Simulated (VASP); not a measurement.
# Cd (Fm-3m) in VASP: further runs, part 3 of 3

VASP 6.6.1. The steps go on from the part before.

### 5 Relaxation of cell and atoms, LDA, target pressure 20 GPa, at which the enthalpy is minimised

This run uses another cell than the first one, of 21.59 Å³/atom.

Contents of INCAR:

```
SYSTEM = Cd
ALGO = Normal
EDIFF = 1E-7
EDIFFG = -0.03
ENCUT = 500
GGA = CA
GGA_COMPAT = .False.
IBRION = 2
ISIF = 3
ISMEAR = 0
LASPH = .True.
LCHARG = .False.
LREAL = .False.
LWAVE = .False.
NELM = 120
NELMIN = 4
NSW = 60
PREC = Accurate
PSTRESS = 200.0
SIGMA = 0.1
```

Contents of KPOINTS:

```
k-points
0
Gamma
  8 8 8
  0 0 0
```

Contents of POSCAR:

```
Cd
1.0
    0.0000000000      2.2100000000      2.2100000000
    2.2100000000      0.0000000000      2.2100000000
    2.2100000000      2.2100000000      0.0000000000
Cd
1
Direct
    0.0000000000      0.0000000000      0.0000000000
```

Potentials or basis: VASP PAW LDA potentials, release 64 (Cd).

Run with:

```console
> cat potpaw_LDA.64/Cd/POTCAR > POTCAR
> mpirun -np 1 vasp_std > vasp.out
```

OUTCAR:

```text
SYSTEM = Cd
   EDIFF = 1E-7
   EDIFFG = -0.03
   ENCUT = 500
   GGA = CA
   IBRION = 2
   ISIF = 3
   ISMEAR = 0
   LASPH = .True.
   LREAL = .False.
   NELM = 120
   NELMIN = 4
   NSW = 60
   PREC = Accurate
   PSTRESS = 200.0

 ion  position               nearest neighbor table
   1  0.000  0.000  0.000-

  LATTYP: Found a face centered cubic cell.
 ALAT       =     4.4200000000

  Lattice vectors:

 A1 = (   0.0000000000,   2.2100000000,   2.2100000000)
 A2 = (   2.2100000000,   0.0000000000,   2.2100000000)
 A3 = (   2.2100000000,   2.2100000000,   0.0000000000)

Analysis of symmetry for initial positions (statically):
=====================================================================
 Subroutine PRICEL returns:
 Original cell was already a primitive cell.

 Routine SETGRP: Setting up the symmetry group for a
 face centered cubic supercell.

 Subroutine GETGRP returns: Found 48 space group operations
 (whereof 48 operations were pure point group operations)
 out of a pool of 48 trial point group operations.

The static configuration has the point symmetry O_h .

Analysis of symmetry for dynamics (positions and initial velocities):
=====================================================================
 Subroutine PRICEL returns:
 Original cell was already a primitive cell.

 Routine SETGRP: Setting up the symmetry group for a
 face centered cubic supercell.

 Subroutine GETGRP returns: Found 48 space group operations
 (whereof 48 operations were pure point group operations)
 out of a pool of 48 trial point group operations.

The dynamic configuration has the point symmetry O_h .

 Subroutine INISYM returns: Found 48 space group operations
 (whereof 48 operations are pure point group operations),
 and found     1 'primitive' translations

----------------------------------------------------------------------------------------

                                     Primitive cell

  volume of cell :      21.5877

[... 113 lines left out ...]
   AEXX    =    0.0000 exact exchange contribution
   IVDW    =     0    specifies the selected vdW correction
   LEPSILON=     F    determine dielectric tensor
   LRPA    =     F    only Hartree local field effects (RPA)
 conjugate gradient relaxation of ions
 non-spin polarized calculation
 Gauss-broadening in eV      SIGMA  =   0.10
  energy-cutoff  :      500.00
  volume of cell :       21.59
 maximum number of plane-waves:       568
   NGX = 11   NGY = 11   NGZ = 11

--------------------------------------- Ionic step        1  -------------------------------------------

 number of electron      12.0000005 magnetization

 Free energy of the ion-electron system (eV)
  ---------------------------------------------------
  ext. energy  EPLUGINS =         0.00000000
  ---------------------------------------------------
  free energy    TOTEN  =        -1.48033503 eV

  energy without entropy =       -1.47687408  energy(sigma->0) =       -1.47860456

------------------------ aborting loop because EDIFF is reached ----------------------------------------

  FORCE on cell =-STRESS in cart. coord.  units (eV):
  Direction    XX          YY          ZZ          XY          YZ          ZX
  --------------------------------------------------------------------------------------
  -------------------------------------------------------------------------------------
  Total       -0.5135921     -0.5135921     -0.5135921     -0.0000000      0.0000000      0.0000000
  in kB      -38.1172951    -38.1172951    -38.1172951     -0.0000000      0.0000000      0.0000000
  external PRESSURE =    -238.1172951 kB  Pullay stress =     200.0000000 kB
[... 24 lines left out ...]
--------------------------------------- Ionic step        2  -------------------------------------------

 number of electron      11.9999998 magnetization

 E-fermi :   8.3663     XC(G=0): -14.3205

 val. band max:        8.3558692709   @ k =  -0.3750   0.2500   0.1250
 cond. band min:       8.4833460143   @ k =  -0.3750   0.3750   0.0000
 fundamental gap:      0.1274767434
 Fermi energy:         8.3663284511

 k-point     1 :       0.0000    0.0000    0.0000
  band No.  band energies     occupation
      1      -5.9426      2.00000
      2      -3.6621      2.00000
      3      -3.6621      2.00000
      4      -3.6621      2.00000
      5      -2.3417      2.00000
      6      -2.3417      2.00000
      7      23.0815      0.00000
      8      27.5215      0.00000
      9      27.5215      0.00000
     10      27.5215      0.00000
[... 409 lines left out ...]
--------------------------------------- Ionic step        5  -------------------------------------------

 number of electron      11.9999998 magnetization

 Free energy of the ion-electron system (eV)
  ---------------------------------------------------
  ext. energy  EPLUGINS =         0.00000000
  ---------------------------------------------------
  free energy    TOTEN  =        -1.32409987 eV

  energy without entropy =       -1.32150349  energy(sigma->0) =       -1.32280168

 E-fermi :   4.6817     XC(G=0): -12.7919

 val. band max:        4.6668123018   @ k =  -0.3750   0.2500   0.1250
 cond. band min:       4.9414365708   @ k =   0.5000   0.1250   0.0000
 fundamental gap:      0.2746242690
 Fermi energy:         4.6817199285

 k-point     1 :       0.0000    0.0000    0.0000
  band No.  band energies     occupation
      1      -6.1883      2.00000
      2      -5.1767      2.00000
      3      -5.1767      2.00000
      4      -5.1767      2.00000
      5      -4.3728      2.00000
      6      -4.3728      2.00000
      7      19.6651      0.00000
      8      22.3307      0.00000
      9      22.3307      0.00000
     10      22.3307      0.00000
[... 331 lines left out ...]
  energy  without entropy=       -1.3215034916  energy(sigma->0) =       -1.32280168

  enthalpy is  TOTEN    =         0.7690638794 eV   P V=        2.0931637487

 reached required accuracy - stopping structural energy minimisation
```

OSZICAR:

```text
N       E                     dE             d eps       ncg     rms          rms(c)
DAV:   1     0.676376688535E+02    0.67638E+02   -0.69669E+03   612   0.115E+03
DAV:   2    -0.511370926114E+00   -0.68149E+02   -0.65950E+02   598   0.261E+02
DAV:   3    -0.154887509888E+01   -0.10375E+01   -0.10371E+01   674   0.387E+01
[... 41 lines left out ...]
DAV:   2    -0.132445052831E+01    0.44399E-02   -0.13483E-02   624   0.191E+00    0.166E-01
DAV:   3    -0.132415143350E+01    0.29909E-03   -0.73966E-04   634   0.396E-01    0.125E-01
DAV:   4    -0.132409958632E+01    0.51847E-04   -0.49374E-05   600   0.789E-02    0.759E-03
DAV:   5    -0.132409980276E+01   -0.21644E-06   -0.90548E-07   592   0.131E-02    0.327E-03
DAV:   6    -0.132409986931E+01   -0.66550E-07   -0.12811E-07   596   0.470E-03
   5 F= 0.76906388E+00 E0= 0.77036207E+00  d E =-.445399E+00
```

CONTCAR:

```text
Cd
   1.00000000000000
    -0.0000000000000000    2.0315051699821276    2.0315051699821276
     2.0315051699821276    0.0000000000000000    2.0315051699821276
     2.0315051699821276    2.0315051699821276    0.0000000000000000
  Cd
     1
Direct
     0.0000000000000000    0.0000000000000000    0.0000000000000000

  0.00000000E+00  0.00000000E+00  0.00000000E+00
```

Run time: 6.1 s. Hardware: 1 thread of Intel Xeon 6975P-C (Granite Rapids), shared host; peak memory 0.14 GiB.

Results:

```
Free energy                                                : -1.3241 eV
Relaxed volume                                             : 16.77 Å³/atom
Relaxed cell                                               : a = 2.873 Å, b = 2.873 Å, c = 2.873 Å, α = 60.00°, β = 60.00°, γ = 60.00°
Space group after relaxing (to 0.1 Å)                      : Fm-3m (No. 225)
Energy change on relaxing (the run minimises the enthalpy) : +156.2 meV/atom
Ionic steps                                                : 5
Pressure after relaxing                                    : 20.0 GPa
Band gap on the k mesh                                     : zero (bands 6 and 7 overlap by 3.09 eV)
```

The path:
```tsv
step	energy change (eV)	largest force (eV/Å)	pressure (GPa)	volume (Å³)
1	0.0000	0.0000	-3.81	21.59
2	1.3688	0.0000	101.94	13.04
3	0.1237	0.0000	17.22	17.05
4	0.1447	0.0000	19.04	16.86
5	0.1562	0.0000	20.02	16.77
```

Final structure:
```
CELL_PARAMETERS angstrom
0.00000 2.03151 2.03151
2.03151 0.00000 2.03151
2.03151 2.03151 0.00000
ATOMIC_POSITIONS crystal
Cd 0.00000 0.00000 0.00000
```

Levels at points of the mesh, in eV from the Fermi level:
```csv
k point,band 3,band 4,band 5,band 6,band 7,band 8,band 9,band 10
"(0.00, 0.00, 0.00)",-9.86,-9.86,-9.05,-9.05,14.98,17.65,17.65,17.65
"(0.50, 0.00, 0.00)",-9.86,-8.42,-8.42,-3.34,-0.62,14.02,15.15,15.15
"(0.50, 0.50, 0.00)",-8.45,-8.25,-8.25,-1.42,2.69,7.84,7.84,13.43
```

Caveat: the cell is relaxed towards a set pressure, so the run minimises the enthalpy, not the energy; the volume moved by over 15 % at a fixed basis, so the end points are rough.

### 6 Relaxation of cell and atoms, LDA, target pressure 30 GPa, at which the enthalpy is minimised

This run uses another cell than the first one, of 21.59 Å³/atom.

Contents of INCAR:

```
SYSTEM = Cd
ALGO     = Normal         ! electronic algorithm
EDIFF    = 1E-7           ! SCF threshold, eV
EDIFFG   = -0.03          ! ionic threshold
ENCUT    = 500            ! plane-wave cutoff, eV
GGA_COMPAT= .FALSE.      
IBRION   = 2              ! ionic algorithm
ISIF     = 3              ! what is computed and relaxed
ISMEAR   = 0              ! smearing method
LASPH    = .TRUE.         ! aspherical terms in the spheres
LCHARG   = .FALSE.        ! write CHGCAR
LREAL    = .FALSE.        ! projectors in reciprocal space
LWAVE    = .FALSE.        ! write WAVECAR
NELM     = 120            ! most SCF steps
NELMIN   = 4            
NSW      = 60             ! ionic steps
PREC     = Accurate       ! precision mode
PSTRESS  = 300.0        
SIGMA    = 0.1            ! smearing width, eV
```

Contents of KPOINTS:

```
k-points
0
G
  8 8 8
  0 0 0
```

POSCAR is that of step 5.

Potentials or basis: VASP PAW LDA potentials, release 64 (Cd).

Run with:

```console
> cat potpaw_LDA.64/Cd/POTCAR > POTCAR
> mpirun -np 1 vasp_std > vasp.out
```

It took 6.5 s on 1 thread of Intel Xeon 6975P-C (Granite Rapids), shared host; peak memory 0.14 GiB.

It converged, with:

```yaml
Free_energy: -1.1958 eV
Relaxed_volume: 15.94 Å³/atom
Relaxed_cell: a = 2.825 Å, b = 2.825 Å, c = 2.825 Å, α = 60.00°, β = 60.00°, γ = 60.00°
Space_group_after_relaxing_to_0.1_Å: Fm-3m (No. 225)
Energy_change_on_relaxing_the_run_minimises_the_enthalpy: +284.5 meV/atom
Ionic_steps: 5
Pressure_after_relaxing: 30.1 GPa
Band_gap_on_the_k_mesh: zero (bands 6 and 7 overlap by 3.01 eV)
```

The path:
```
step  energy change (eV)  largest force (eV/Å)  pressure (GPa)  volume (Å³)
   1              0.0000                0.0000           -3.81        21.59
   2              4.5771                0.0000          307.68        10.25
   3              0.1892                0.0000           22.72        16.52
   4              0.2340                0.0000           26.27        16.23
   5              0.2845                0.0000           30.12        15.94
```

Final structure:
```cif
data_structure
_symmetry_space_group_name_H-M 'P 1'
_symmetry_Int_Tables_number 1
_cell_length_a 2.8249
_cell_length_b 2.8249
_cell_length_c 2.8249
_cell_angle_alpha 60.000
_cell_angle_beta 60.000
_cell_angle_gamma 60.000
_cell_volume 15.94
loop_
_atom_site_label
_atom_site_type_symbol
_atom_site_fract_x
_atom_site_fract_y
_atom_site_fract_z
_atom_site_occupancy
Cd1 Cd 0.00000 0.00000 0.00000 1
```

Levels at points of the mesh, in eV from the Fermi level:
```tsv
k point	band 2	band 3	band 4	band 5	band 6	band 7	band 8	band 9	band 10
(0.00, 0.00, 0.00)	-10.22	-10.22	-10.22	-9.33	-9.33	14.98	18.00	18.00	18.00
(0.50, 0.00, 0.00)	-10.23	-10.23	-8.63	-8.63	-3.73	-0.59	14.00	15.55	15.55
(0.50, 0.50, 0.00)	-11.46	-8.66	-8.45	-8.45	-1.72	2.83	7.90	7.90	13.77
```

Caveat: the cell is relaxed towards a set pressure, so the run minimises the enthalpy, not the energy; the volume moved by over 15 % at a fixed basis, so the end points are rough.

### 7 The runs side by side

```tsv
task	cell	gap on the mesh (eV)	pressure (GPa)
single point	a = 3.047 Å, angles 60.0°, 1 atom	none	0.6
relaxation of cell and atoms	relaxed from a = 3.125 Å, angles 60.0°, 1 atom	none	0.0
relaxation of cell and atoms	relaxed to 10 GPa from a = 3.125 Å, angles 60.0°, 1 atom	none	10.1
relaxation of cell and atoms	relaxed to 20 GPa from a = 3.125 Å, angles 60.0°, 1 atom	none	20.0
relaxation of cell and atoms	relaxed to 30 GPa from a = 3.125 Å, angles 60.0°, 1 atom	none	30.1
```

Alike in all rows: level LDA; potentials or basis VASP PAW LDA potentials, release 64 (Cd); no spin polarisation; k mesh 8 × 8 × 8; cutoff (eV) 500; smearing gaussian 0.1 eV.

Caveats: the cell is relaxed towards a set pressure, so the run minimises the enthalpy, not the energy (at least some runs); the volume moved by over 15 % at a fixed basis, so the end points are rough (at least some runs).

Total energies depend on the potentials used, so only differences within one code and one set of settings carry meaning.
